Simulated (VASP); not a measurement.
# Zr (Im-3m) in VASP: single point with PBEsol

Aim: the single point of Zr with PBEsol.

All numbers are computed with VASP 6.6.1; they aren't measurements. Logs are shortened: lines on timing, memory, paths and dates and some standing lists are left out, and cuts for length are marked.

**1. The cell of the first run**

The structure is cubic, space group Im-3m (No. 229). The conventional cell has a = 3.540 Å, b = 3.540 Å, c = 3.540 Å, α = 90.00°, β = 90.00°, γ = 90.00°. Zr (site symmetry m-3m) has 14 Zr at 3.07 to 3.54 Å within 4.0 Å.

**2. Single point, PBEsol**

INCAR reads:

```
SYSTEM = Zr
ALGO = Normal
EDIFF = 1E-6
ENCUT = 520
GGA = PS
ISIF = 2
ISMEAR = -1
LASPH = .True.
LCHARG = .False.
LREAL = .False.
LWAVE = .False.
NBANDS = 12
NELM = 80
PREC = Accurate
SIGMA = 0.13605693000000002
```

KPOINTS reads:

```
k-points
0
Gamma
  13 13 13
  0 0 0
```

POSCAR reads:

```
Zr
1.0
   -1.7698688019      1.7698688019      1.7698688019
    1.7698688019     -1.7698688019      1.7698688019
    1.7698688019      1.7698688019     -1.7698688019
Zr
1
Direct
    0.0000000000      0.0000000000      0.0000000000
```

Potentials or basis: VASP PAW PBE potentials, release 64 (Zr_sv).

Started as:

```bash
$ cat potpaw_PBE.64/Zr_sv/POTCAR > POTCAR
$ mpirun -np 1 vasp_std > vasp.out
```

OUTCAR:

```text
SYSTEM = Zr
   EDIFF = 1E-6
   ENCUT = 520
   GGA = PS
   ISIF = 2
   ISMEAR = -1
   LASPH = .True.
   LREAL = .False.
   NELM = 80
   PREC = Accurate

 ion  position               nearest neighbor table
   1  0.000  0.000  0.000-

  LATTYP: Found a body centered cubic cell.
 ALAT       =     3.5397376038

  Lattice vectors:

 A1 = (  -1.7698688019,   1.7698688019,   1.7698688019)
 A2 = (   1.7698688019,  -1.7698688019,   1.7698688019)
 A3 = (   1.7698688019,   1.7698688019,  -1.7698688019)

Analysis of symmetry for initial positions (statically):
=====================================================================
 Subroutine PRICEL returns:
 Original cell was already a primitive cell.

 Routine SETGRP: Setting up the symmetry group for a
 body centered cubic supercell.

 Subroutine GETGRP returns: Found 48 space group operations
 (whereof 48 operations were pure point group operations)
 out of a pool of 48 trial point group operations.

The static configuration has the point symmetry O_h .

Analysis of symmetry for dynamics (positions and initial velocities):
=====================================================================
 Subroutine PRICEL returns:
 Original cell was already a primitive cell.

 Routine SETGRP: Setting up the symmetry group for a
 body centered cubic supercell.

 Subroutine GETGRP returns: Found 48 space group operations
 (whereof 48 operations were pure point group operations)
 out of a pool of 48 trial point group operations.

The dynamic configuration has the point symmetry O_h .

 Subroutine INISYM returns: Found 48 space group operations
 (whereof 48 operations are pure point group operations),
 and found     1 'primitive' translations

----------------------------------------------------------------------------------------

                                     Primitive cell

  volume of cell :      22.1760

  direct lattice vectors                    reciprocal lattice vectors
    -1.769868802  1.769868802  1.769868802     0.000000000  0.282506816  0.282506816
     1.769868802 -1.769868802  1.769868802     0.282506816  0.000000000  0.282506816
     1.769868802  1.769868802 -1.769868802     0.282506816  0.282506816  0.000000000

  length of vectors
     3.065502688  3.065502688  3.065502688     0.399524971  0.399524971  0.399524971

  position of ions in fractional coordinates (direct lattice)
     0.000000000  0.000000000  0.000000000

  ion indices of the primitive-cell ions
   primitive index   ion index
                 1           1

----------------------------------------------------------------------------------------

 KPOINTS: k-points

Automatic generation of k-mesh.
 Grid dimensions read from file:
 generate k-points for:   13   13   13

 Generating k-lattice:

  Cartesian coordinates                     Fractional coordinates (reciprocal lattice)
     0.000000000  0.021731294  0.021731294     0.076923077  0.000000000  0.000000000
     0.021731294  0.000000000  0.021731294     0.000000000  0.076923077  0.000000000
     0.021731294  0.021731294  0.000000000     0.000000000  0.000000000  0.076923077

  Length of vectors
     0.030732690  0.030732690  0.030732690

  Shift w.r.t. Gamma in fractional coordinates (k-lattice)
     0.000000000  0.000000000  0.000000000

 Subroutine IBZKPT returns following result:
 ===========================================

 Found     84 irreducible k-points:

 Following reciprocal coordinates:
            Coordinates               Weight
  0.000000  0.000000  0.000000      1.000000
  0.076923  0.000000  0.000000     12.000000
  0.153846  0.000000  0.000000     12.000000
  0.230769  0.000000  0.000000     12.000000
  0.307692  0.000000  0.000000     12.000000
  0.384615  0.000000  0.000000     12.000000
[... 16 lines left out ...]
  0.153846  0.076923  0.076923     24.000000
  0.230769  0.076923  0.076923     24.000000
 [... further k-points ...]
   k-points           NKPTS =     84   k-points in BZ     NKDIM =     84   number of bands    NBANDS=     12
   number of dos      NEDOS =    301   number of ions     NIONS =      1
   total plane-waves  NPLWV =  13824
   dimension x,y,z NGX =    24 NGY =   24 NGZ =   24
   dimension x,y,z NGXF=    48 NGYF=   48 NGZF=   48
   ions per type =               1
   NGX,Y,Z   is equivalent  to a cutoff of  13.02, 13.02, 13.02 a.u.
   NGXF,Y,Z  is equivalent  to a cutoff of  26.03, 26.03, 26.03 a.u.
 SYSTEM =  Zr
   PREC   = accura    normal or accurate (medium, high low for compatibility)
   ISTART =      0    job   : 0-new  1-cont  2-samecut
   ICHARG =      2    charge: 1-file 2-atom 10-const
   ISPIN  =      1    spin polarized calculation?
   LNONCOLLINEAR =      F non collinear calculations
   LSORBIT =      F    spin-orbit coupling
   LASPH  =      T    aspherical Exc in radial PAW
   ENCUT  =  520.0 eV  38.22 Ry    6.18 a.u.   5.70  5.70  5.70*2*pi/ulx,y,z
   NELM   =     80;   NELMIN=  2; NELMDL= -5     # of ELM steps
   EDIFF  = 0.1E-05   stopping-criterion for ELM
   LREAL  =      F    real-space projection
[... 7 lines left out ...]
   TEBEG  =    0.0;   TEEND  =   0.0 temperature during run
   PSTRESS=    0.0 pullay stress
   NELECT =      12.0000    total number of electrons
   NUPDOWN=      -1.0000    fix difference up-down
   EMIN   =  10.00;   EMAX   =-10.00  energy-range for DOS
   EFERMI =   0.00;   METHOD = LEGACY
   ISMEAR =    -1;   SIGMA  =   0.14  broadening in eV -4-tet -1-fermi 0-gaus
   EFERMI_NEDOS =   21; number of points for ismear=-14 and -15
   IALGO  =     38    algorithm
   IMIX   =      4    mixing-type and parameters
     AMIX     =   0.40;   BMIX     =  1.00
     AMIX_MAG =   1.60;   BMIX_MAG =  1.00
  volume/ion in A,a.u.               =      22.18       149.65
  Fermi-wavevector in a.u.,A,eV,Ry     =   1.334056  2.521001 24.214375  1.779706
  Thomas-Fermi vector in A             =   2.462867
   LORBIT       =      0    0 simple, 1 ext, 2 COOP (PROOUT), +10 PAW based schemes
   GGA     = PS    functional components
   LHFCALC =     F    Hartree Fock is set to
   AEXX    =    0.0000 exact exchange contribution
   IVDW    =     0    specifies the selected vdW correction
   LEPSILON=     F    determine dielectric tensor
   LRPA    =     F    only Hartree local field effects (RPA)
 non-spin polarized calculation
  energy-cutoff  :      520.00
  volume of cell :       22.18
 maximum number of plane-waves:       610
   NGX = 11   NGY = 11   NGZ = 11

 number of electron      12.0000000 magnetization

 Free energy of the ion-electron system (eV)
  ---------------------------------------------------
  ext. energy  EPLUGINS =         0.00000000
  ---------------------------------------------------
  free energy    TOTEN  =        -9.06728387 eV

  energy without entropy =       -8.95959624  energy(sigma->0) =       -9.01344005

 E-fermi :   9.1061     XC(G=0): -11.4216

 val. band max:        9.1045443296   @ k =   0.1538   0.0769   0.0769
 cond. band min:       9.1223709659   @ k =  -0.3077  -0.4615   0.0769
 fundamental gap:      0.0178266363
 Fermi energy:         9.1060525997

 k-point     1 :       0.0000    0.0000    0.0000
  band No.  band energies     occupation
      1     -39.1718      2.00000
      2     -16.6296      2.00000
      3     -16.6296      2.00000
      4     -16.6296      2.00000
      5       3.6651      2.00000
      6      10.2638      0.00040
      7      10.2638      0.00040
      8      10.2638      0.00040
      9      12.8847      0.00000
     10      12.8847      0.00000
     11      21.6754      0.00000
     12      21.6754      0.00000

 k-point     2 :       0.0769    0.0000    0.0000
  band No.  band energies     occupation
      1     -39.1613      2.00000
      2     -16.6999      2.00000
      3     -16.6508      2.00000
      4     -16.6301      2.00000
      5       3.8781      2.00000
      6      10.1202      0.00116
      7      10.2142      0.00058
      8      10.4716      0.00009
      9      12.6644      0.00000
     10      12.8821      0.00000
     11      21.8648      0.00000
     12      22.0594      0.00000

 k-point     3 :       0.1538    0.0000    0.0000
  band No.  band energies     occupation
      1     -39.1321      2.00000
      2     -16.8910      2.00000
      3     -16.7090      2.00000
      4     -16.6318      2.00000
      5       4.4687      2.00000
      6       9.7537      0.01698
      7       9.9878      0.00306
      8      11.0819      0.00000
      9      12.3530      0.00000
     10      12.8982      0.00000
     11      22.2273      0.00000
     12      23.1409      0.00000
[... 286 lines left out ...]
 k-point    23 :       0.1538    0.0769    0.0769
  band No.  band energies     occupation
      1     -39.0773      2.00000
      2     -17.2360      2.00000
      3     -16.7664      2.00000
      4     -16.6865      2.00000
      5       5.6297      2.00000
      6       9.1045      1.00554
      7       9.1842      0.72033
      8      12.5700      0.00000
      9      12.8388      0.00000
     10      12.9507      0.00000
     11      22.6313      0.00000
     12      23.4514      0.00000

 k-point    24 :       0.2308    0.0769    0.0769
  band No.  band energies     occupation
      1     -39.0371      2.00000
      2     -17.4429      2.00000
      3     -16.8756      2.00000
      4     -16.6944      2.00000
      5       6.3627      2.00000
      6       8.7232      1.88689
      7       9.0843      1.07987
      8      12.7340      0.00000
      9      13.2153      0.00000
     10      14.1415      0.00000
     11      21.5731      0.00000
     12      22.2812      0.00000

 [... further k-points ...]

------------------------ aborting loop because EDIFF is reached ----------------------------------------

  FORCE on cell =-STRESS in cart. coord.  units (eV):
  Direction    XX          YY          ZZ          XY          YZ          ZX
  --------------------------------------------------------------------------------------
  -------------------------------------------------------------------------------------
  Total       -0.1114669     -0.1114669     -0.1114669     -0.0000000     -0.0000000      0.0000000
  in kB       -8.0532885     -8.0532885     -8.0532885     -0.0000000     -0.0000000      0.0000000
  external PRESSURE =      -8.0532885 kB  Pullay stress =       0.0000000 kB

 VOLUME and BASIS-vectors are now :
 -----------------------------------------------------------------------------
  energy-cutoff  :      520.00
  volume of cell :       22.18
      direct lattice vectors                 reciprocal lattice vectors
    -1.769868802  1.769868802  1.769868802     0.000000000  0.282506816  0.282506816
     1.769868802 -1.769868802  1.769868802     0.282506816  0.000000000  0.282506816
     1.769868802  1.769868802 -1.769868802     0.282506816  0.282506816  0.000000000

 POSITION                                       TOTAL-FORCE (eV/Angst)
 -----------------------------------------------------------------------------------
      0.00000      0.00000      0.00000         0.000000     -0.000000      0.000000
 -----------------------------------------------------------------------------------
    total drift:                                0.000000      0.000000     -0.000000

  FREE ENERGIE OF THE ION-ELECTRON SYSTEM (eV)
  ---------------------------------------------------
  free  energy   TOTEN  =        -9.0672838692 eV

  energy  without entropy=       -8.9595962359  energy(sigma->0) =       -9.01344005
```

It took 16 s on 1 thread of Intel Xeon 8259CL, shared host; peak memory 0.15 GiB.

What came out:

```
Free energy            : -9.0673 eV
Pressure               : -0.8 GPa
Band gap on the k mesh : zero (band 6 reaches 10.26 eV, above the bottom of band 7 at 8.48 eV)
```

Levels at points of the mesh, in eV from the Fermi level:
```
           k point  band 2  band 3  band 4  band 5  band 6  band 7  band 8  band 9  band 10  band 11
(0.00, 0.00, 0.00)  -25.74  -25.74  -25.74   -5.44    1.16    1.16    1.16    3.78     3.78    12.57
```

Caveat: the PAW data sets were made with another functional, which shifts forces and pressure a little.
